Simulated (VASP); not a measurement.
# AlB2P3 (P31m) in VASP: further runs, part 2 of 2

VASP 6.6.1. Earlier steps stand in the parts before.

**3. Relaxation of cell and atoms, PBE**

INCAR

```
  PREC = Accurate
  ENCUT = 600
  EDIFF = 1E-6
  ISMEAR = 0
  SIGMA = 0.1
  LREAL = F
  LASPH = T
  NELM = 80
  ALGO = Normal
  ISIF = 3
  LWAVE = F
  LCHARG = F
  GGA = PE
  IBRION = 2
  NSW = 90
  EDIFFG = -0.04
```

KPOINTS

```
regular mesh
0
Gamma
  3 3 4
```

POSCAR

```
AlB2P3
1.0
    6.0563567000      0.0000000000      0.0000000000
   -3.0281783500      5.2449587600      0.0000000000
    0.0000000000      0.0000000000      5.7393133400
Al B P
2 4 6
Direct
    0.6666666700      0.3333333300      0.0000690000
    0.3333333300      0.6666666700      0.0000690000
    0.0000000000      0.0000000000      0.0000690000
    0.3333333300      0.0000000000      0.5000690000
    0.0000000000      0.3333333300      0.5000690000
    0.6666666700      0.6666666700      0.5000690000
    0.0000000000      0.0000000000      0.3749310100
    0.6666666700      0.3333333300      0.3749310100
    0.3333333300      0.6666666700      0.3749310100
    0.3333333300      0.0000000000      0.8749310100
    0.0000000000      0.3333333300      0.8749310100
    0.6666666700      0.6666666700      0.8749310100
```

Potentials or basis: VASP PAW PBE potentials, release 64 (Al, B, P).

Launch:

```sh
> cat potpaw_PBE.64/Al/POTCAR potpaw_PBE.64/B/POTCAR potpaw_PBE.64/P/POTCAR > POTCAR
> mpirun -np 1 vasp_std > vasp.out
```

OUTCAR:

```text
PREC = Accurate
   ENCUT = 600
   EDIFF = 1E-6
   ISMEAR = 0
   LREAL = F
   LASPH = T
   NELM = 80
   ISIF = 3
   GGA = PE
   IBRION = 2
   NSW = 90
   EDIFFG = -0.04

 ion  position               nearest neighbor table
   1  0.667  0.333  0.000-  11 2.14  10 2.14  12 2.14   8 2.15
   2  0.333  0.667  0.000-  10 2.14  11 2.14  12 2.14   9 2.15
   3  0.000  0.000  0.000-  10 2.14  11 2.14  12 2.14   7 2.15
   4  0.333  0.000  0.500-   7 2.14   9 2.14   8 2.14  10 2.15
   5  0.000  0.333  0.500-   8 2.14   7 2.14   9 2.14  11 2.15
   6  0.667  0.667  0.500-   7 2.14   9 2.14   8 2.14  12 2.15
   7  0.000  0.000  0.375-   4 2.14   5 2.14   6 2.14   3 2.15
   8  0.667  0.333  0.375-   5 2.14   4 2.14   6 2.14   1 2.15
   9  0.333  0.667  0.375-   4 2.14   5 2.14   6 2.14   2 2.15
  10  0.333  0.000  0.875-   3 2.14   2 2.14   1 2.14   4 2.15
  11  0.000  0.333  0.875-   1 2.14   3 2.14   2 2.14   5 2.15
  12  0.667  0.667  0.875-   3 2.14   2 2.14   1 2.14   6 2.15

  LATTYP: Found a hexagonal cell.
 ALAT       =     6.0563567000
 C/A-ratio  =     0.9476511415

  Lattice vectors:

 A1 = (   6.0563567000,   0.0000000000,   0.0000000000)
 A2 = (  -3.0281783500,   5.2449587600,   0.0000000000)
 A3 = (   0.0000000000,   0.0000000000,   5.7393133400)

Analysis of symmetry for initial positions (statically):
=====================================================================
 Subroutine PRICEL returns:
 Original cell was already a primitive cell.

 Routine SETGRP: Setting up the symmetry group for a
 hexagonal supercell.

 Subroutine GETGRP returns: Found  6 space group operations
 (whereof  6 operations were pure point group operations)
 out of a pool of 24 trial point group operations.

The static configuration has the point symmetry C_3v.

Analysis of symmetry for dynamics (positions and initial velocities):
=====================================================================
 Subroutine PRICEL returns:
 Original cell was already a primitive cell.

 Routine SETGRP: Setting up the symmetry group for a
 hexagonal supercell.

 Subroutine GETGRP returns: Found  6 space group operations
 (whereof  6 operations were pure point group operations)
 out of a pool of 24 trial point group operations.

The dynamic configuration has the point symmetry C_3v.

 Subroutine INISYM returns: Found  6 space group operations
 (whereof  6 operations are pure point group operations),
 and found     1 'primitive' translations

----------------------------------------------------------------------------------------

                                     Primitive cell

  volume of cell :     182.3112

  direct lattice vectors                    reciprocal lattice vectors
     6.056356700  0.000000000  0.000000000     0.165115770  0.095329634  0.000000000
    -3.028178350  5.244958760  0.000000000     0.000000000  0.190659268  0.000000000
     0.000000000  0.000000000  5.739313340     0.000000000  0.000000000  0.174236871

  length of vectors
     6.056356700  6.056356703  5.739313340     0.190659268  0.190659268  0.174236871

  position of ions in fractional coordinates (direct lattice)
     0.666666670  0.333333330  0.000069000
     0.333333330  0.666666670  0.000069000
     0.000000000  0.000000000  0.000069000
     0.333333330  0.000000000  0.500069000
     0.000000000  0.333333330  0.500069000
     0.666666670  0.666666670  0.500069000
     0.000000000  0.000000000  0.374931010
     0.666666670  0.333333330  0.374931010
[... 68 lines left out ...]
   ISTART =      0    job   : 0-new  1-cont  2-samecut
   ICHARG =      2    charge: 1-file 2-atom 10-const
   ISPIN  =      1    spin polarized calculation?
   LNONCOLLINEAR =      F non collinear calculations
   LSORBIT =      F    spin-orbit coupling
   LASPH  =      T    aspherical Exc in radial PAW
   ENCUT  =  600.0 eV  44.10 Ry    6.64 a.u.  12.10 12.10 11.46*2*pi/ulx,y,z
   NELM   =     80;   NELMIN=  2; NELMDL= -5     # of ELM steps
   EDIFF  = 0.1E-05   stopping-criterion for ELM
   LREAL  =      F    real-space projection
   EDIFFG = -.4E-01   stopping-criterion for IOM
   NSW    =     90    number of steps for IOM
   IBRION =      2    ionic relax: 0-MD 1-quasi-New 2-CG
   NFREE  =      1    steps in history (QN), initial steepest desc. (CG)
   ISIF   =      3    stress and relaxation
   ISYM   =      2    0-nonsym 1-usesym 2-fastsym
   POTIM  = 0.5000    time-step for ionic-motion
   TEBEG  =    0.0;   TEEND  =   0.0 temperature during run
   PSTRESS=    0.0 pullay stress
   NELECT =      48.0000    total number of electrons
   NUPDOWN=      -1.0000    fix difference up-down
   EMIN   =  10.00;   EMAX   =-10.00  energy-range for DOS
   EFERMI =   0.00;   METHOD = LEGACY
   ISMEAR =     0;   SIGMA  =   0.10  broadening in eV -4-tet -1-fermi 0-gaus
   EFERMI_NEDOS =   21; number of points for ismear=-14 and -15
   IALGO  =     38    algorithm
   IMIX   =      4    mixing-type and parameters
     AMIX     =   0.40;   BMIX     =  1.00
     AMIX_MAG =   1.60;   BMIX_MAG =  1.00
  volume/ion in A,a.u.               =      15.19       102.52
  Fermi-wavevector in a.u.,A,eV,Ry     =   1.049262  1.982818 14.979354  1.100951
  Thomas-Fermi vector in A             =   2.184218
   LORBIT       =      0    0 simple, 1 ext, 2 COOP (PROOUT), +10 PAW based schemes
   GGA     = PE    functional components
   LHFCALC =     F    Hartree Fock is set to
   AEXX    =    0.0000 exact exchange contribution
   IVDW    =     0    specifies the selected vdW correction
   LEPSILON=     F    determine dielectric tensor
   LRPA    =     F    only Hartree local field effects (RPA)
 conjugate gradient relaxation of ions
 non-spin polarized calculation
 Gauss-broadening in eV      SIGMA  =   0.10
  energy-cutoff  :      600.00
  volume of cell :      182.31
 maximum number of plane-waves:      6111
   NGX = 25   NGY = 25   NGZ = 23

--------------------------------------- Ionic step        1  -------------------------------------------

 number of electron      48.0000002 magnetization

 Free energy of the ion-electron system (eV)
  ---------------------------------------------------
  ext. energy  EPLUGINS =         0.00000000
  ---------------------------------------------------
  free energy    TOTEN  =       -66.51859188 eV

  energy without entropy =      -66.51859188  energy(sigma->0) =      -66.51859188

------------------------ aborting loop because EDIFF is reached ----------------------------------------

  FORCE on cell =-STRESS in cart. coord.  units (eV):
  Direction    XX          YY          ZZ          XY          YZ          ZX
  --------------------------------------------------------------------------------------
  -------------------------------------------------------------------------------------
  Total        0.2566955      0.2566955      2.7862029      0.0000000     -0.0000000     -0.0000000
  in kB        2.2558769      2.2558769     24.4855498      0.0000000     -0.0000000     -0.0000000
  external PRESSURE =       9.6657678 kB  Pullay stress =       0.0000000 kB
[... 79 lines left out ...]
--------------------------------------- Ionic step        3  -------------------------------------------

 number of electron      48.0000000 magnetization

 E-fermi :   6.5679     XC(G=0):  -9.9585

 val. band max:        6.0849131365   @ k =   0.0000   0.0000   0.0000
 cond. band min:       7.0771968059   @ k =  -0.3333  -0.3333   0.2500
 fundamental gap:      0.9922836693
 Fermi energy:         6.5679392644

 k-point     1 :       0.0000    0.0000    0.0000
  band No.  band energies     occupation
      1      -7.9063      2.00000
      2      -5.5193      2.00000
      3      -4.6353      2.00000
      4      -4.6353      2.00000
      5      -4.6113      2.00000
      6      -4.6095      2.00000
[... 368 lines left out ...]
  FREE ENERGIE OF THE ION-ELECTRON SYSTEM (eV)
  ---------------------------------------------------
  free  energy   TOTEN  =       -69.1918171400 eV

  energy  without entropy=      -69.1918171400  energy(sigma->0) =      -69.19181714

[... ionic steps 4 to 7 ...]

--------------------------------------- Ionic step        8  -------------------------------------------

 number of electron      48.0000001 magnetization

------------------------ aborting loop because EDIFF is reached ----------------------------------------
[... 87 lines left out ...]
--------------------------------------- Ionic step       10  -------------------------------------------

 number of electron      48.0000002 magnetization

 Free energy of the ion-electron system (eV)
  ---------------------------------------------------
  ext. energy  EPLUGINS =         0.00000000
  ---------------------------------------------------
  free energy    TOTEN  =       -69.52190532 eV

  energy without entropy =      -69.52190532  energy(sigma->0) =      -69.52190532

 E-fermi :   7.1727     XC(G=0): -10.1815

 val. band max:        6.7386660733   @ k =   0.0000   0.0000   0.0000
 cond. band min:       7.7146427998   @ k =  -0.3333  -0.3333   0.2500
 fundamental gap:      0.9759767265
 Fermi energy:         7.1726979798

 k-point     1 :       0.0000    0.0000    0.0000
  band No.  band energies     occupation
      1      -7.7666      2.00000
      2      -5.2696      2.00000
      3      -4.3226      2.00000
      4      -4.2625      2.00000
      5      -4.2625      2.00000
      6      -4.0615      2.00000
[... 368 lines left out ...]
  FREE ENERGIE OF THE ION-ELECTRON SYSTEM (eV)
  ---------------------------------------------------
  free  energy   TOTEN  =       -69.5219053173 eV

  energy  without entropy=      -69.5219053173  energy(sigma->0) =      -69.52190532

 reached required accuracy - stopping structural energy minimisation
```

Run time: 19 min. Hardware: 1 thread of AMD EPYC 7R13, shared host; peak memory 0.33 GiB.

What came out:

```yaml
Free_energy: -69.5219 eV
Relaxed_volume: 14.59 Å³/atom
Relaxed_cell: a = 5.944 Å, b = 5.944 Å, c = 5.722 Å, α = 90.00°, β = 90.00°, γ = 120.00°
Space_group_after_relaxing_to_0.05_Å: P31m (No. 157)
Energy_gained_by_relaxing: 250.3 meV/atom
Ionic_steps: 10
Pressure_after_relaxing: 0.1 GPa
Largest_force_after_relaxing: 0.036 eV/Å
Band_gap_on_the_k_mesh: 0.98 eV, indirect (least direct gap 1.10 eV)
```

Forces in eV/Å, atoms in the order of the input:
```
Al   0.000  0.000  0.031
Al   0.000  0.000  0.031
B    0.000  0.000  0.027
B    0.011  0.000  0.022
B   -0.006  0.010  0.022
B   -0.006 -0.010  0.022
P    0.000  0.000 -0.036
P    0.000  0.000 -0.029
P    0.000  0.000 -0.029
P    0.003  0.000 -0.021
P   -0.002  0.003 -0.021
P   -0.002 -0.003 -0.021
```

The path:
| step | energy change (eV) | largest force (eV/Å) | pressure (GPa) | volume (Å³) |
| --- | --- | --- | --- | --- |
| 1 | 0.0000 | 5.1265 | 0.97 | 182.31 |
| 2 | -2.6724 | 1.0626 | -5.76 | 184.73 |
| 3 | -2.6732 | 1.0413 | -5.71 | 184.69 |
| 4 | -2.8912 | 0.6261 | 3.57 | 170.78 |
| 5 | -2.9435 | 0.7135 | 0.45 | 174.81 |
| 6 | -2.9919 | 0.2375 | 0.21 | 175.09 |
| 7 | -2.9947 | 0.2052 | 0.16 | 175.18 |
| 8 | -3.0023 | 0.0783 | -0.20 | 175.58 |
| 9 | -3.0026 | 0.0838 | -0.28 | 175.67 |
| 10 | -3.0033 | 0.0355 | 0.13 | 175.08 |

Final structure:
```yaml
crystal:
  lattice:
    - [5.94380, 0.00000, 0.00000]
    - [-2.97190, 5.14748, 0.00000]
    - [0.00000, 0.00000, 5.72241]
  atoms:
    - { symbol: Al, position: [0.66667, 0.33333, 0.00377] }
    - { symbol: Al, position: [0.33333, 0.66667, 0.00377] }
    - { symbol: B, position: [0.00000, 0.00000, 0.99437] }
    - { symbol: B, position: [0.32200, 0.00000, 0.50291] }
    - { symbol: B, position: [0.00000, 0.32200, 0.50291] }
    - { symbol: B, position: [0.67800, 0.67800, 0.50291] }
    - { symbol: P, position: [0.00000, 0.00000, 0.36106] }
    - { symbol: P, position: [0.66667, 0.33333, 0.41108] }
    - { symbol: P, position: [0.33333, 0.66667, 0.41108] }
    - { symbol: P, position: [0.29488, 0.00000, 0.85205] }
    - { symbol: P, position: [0.00000, 0.29488, 0.85205] }
    - { symbol: P, position: [0.70512, 0.70512, 0.85205] }
```

**4. Single point, PBE**

This run uses another cell than the first one, of 14.63 Å³/atom, 0.963 times its volume.

INCAR

```
ALGO = Normal
EDIFF = 1E-6
ENCUT = 520
GGA = PE
ISIF = 2
ISMEAR = 0
LASPH = True
LCHARG = False
LREAL = False
LWAVE = False
NBANDS = 36
NELM = 60
PREC = Accurate
SIGMA = 0.02
```

KPOINTS

```
k-points
0
Gamma
  6 6 6
```

POSCAR

```
AlB2P3
1.0
    5.9485348948      0.0000000000      0.0000000000
   -2.9742674474      5.1515823342      0.0000000000
    0.0000000000      0.0000000000      5.7284800935
Al B P
2 4 6
Direct
    0.6666666667      0.3333333333      0.0040678439
    0.3333333333      0.6666666667      0.0040678439
    0.0000000000      0.0000000000      0.9941883190
    0.3221958832      0.0000000000      0.5030938418
    0.0000000000      0.3221958832      0.5030938418
    0.6778041168      0.6778041168      0.5030938418
    0.0000000000      0.0000000000      0.3608014609
    0.6666666667      0.3333333333      0.4108531174
    0.3333333333      0.6666666667      0.4108531174
    0.2951482230      0.0000000000      0.8519622774
    0.0000000000      0.2951482230      0.8519622774
    0.7048517770      0.7048517770      0.8519622774
```

Launch:

```sh
> cat potpaw_PBE.64/Al/POTCAR potpaw_PBE.64/B/POTCAR potpaw_PBE.64/P/POTCAR > POTCAR
> mpirun -np 1 vasp_std > vasp.out
```

It took 9.8 min on 1 thread of AMD EPYC 7R13, shared host; peak memory 0.38 GiB.

Results (log left out):

```
Free energy            : -69.5193 eV
Pressure               : -0.2 GPa
Largest force          : 0.014 eV/Å
Band gap on the k mesh : 0.96 eV, indirect (least direct gap 1.10 eV)
```

Forces in eV/Å, atoms in the order of the input:
```
Al   0.000  0.000 -0.005
Al   0.000  0.000 -0.005
B    0.000  0.000 -0.014
B    0.001  0.000  0.004
B   -0.001  0.001  0.004
B   -0.001 -0.001  0.004
P    0.000  0.000  0.001
P    0.000  0.000  0.002
P    0.000  0.000  0.002
P   -0.003  0.000  0.002
P    0.001 -0.002  0.002
P    0.001  0.002  0.002
```

Levels at points of the mesh, in eV from the valence-band top:
```tsv
k point	band 20	band 21	band 22	band 23	band 24	band 25	band 26	band 27	band 28	band 29
(0.00, 0.00, 0.00)	-2.11	-2.11	-0.73	0.00	0.00	1.10	1.10	1.78	2.62	2.62
(0.50, 0.00, 0.00)	-2.37	-2.09	-1.77	-1.64	-1.10	0.96	2.41	2.70	2.92	3.29
(0.00, 0.00, 0.50)	-1.90	-1.90	-1.46	-0.52	-0.52	1.87	2.11	2.44	2.44	3.24
(0.50, 0.00, 0.50)	-3.08	-2.78	-2.33	-2.02	-1.62	1.26	1.83	2.15	2.53	2.56
```

A k mesh can miss the band edges. As with any semilocal functional, this PBE gap is likely too small.

**5. The runs side by side**

| task | cell | k mesh | cutoff (eV) | smearing | gap on the mesh (eV) | pressure (GPa) | largest force (eV/Å) |
| --- | --- | --- | --- | --- | --- | --- | --- |
| single point | a = 6.056, b = 6.056, c = 5.739 Å, angles 90.0, 90.0, 120.0°, 12 atoms | 3 × 3 × 4 | 520 | gaussian 0.1 eV | 1.24 | 1.0 | 5.13 |
| relaxation of cell and atoms | relaxed from a = 6.056, b = 6.056, c = 5.739 Å, angles 90.0, 90.0, 120.0°, 12 atoms | 3 × 3 × 4 | 600 | gaussian 0.1 eV | 0.98 | 0.1 | 0.04 |
| single point | a = 5.949, b = 5.949, c = 5.728 Å, angles 90.0, 90.0, 120.0°, 12 atoms | 6 × 6 × 6 | 520 | gaussian 0.02 eV | 0.96 | -0.2 | 0.01 |

Alike in all rows: level PBE; potentials or basis VASP PAW PBE potentials, release 64 (Al, B, P); no spin polarisation.

Caveats: forces of over 1 eV/Å act on the atoms, so gaps and moduli don't describe the material at rest (some runs).

Absolute energies hang on the potentials; compare differences alone.
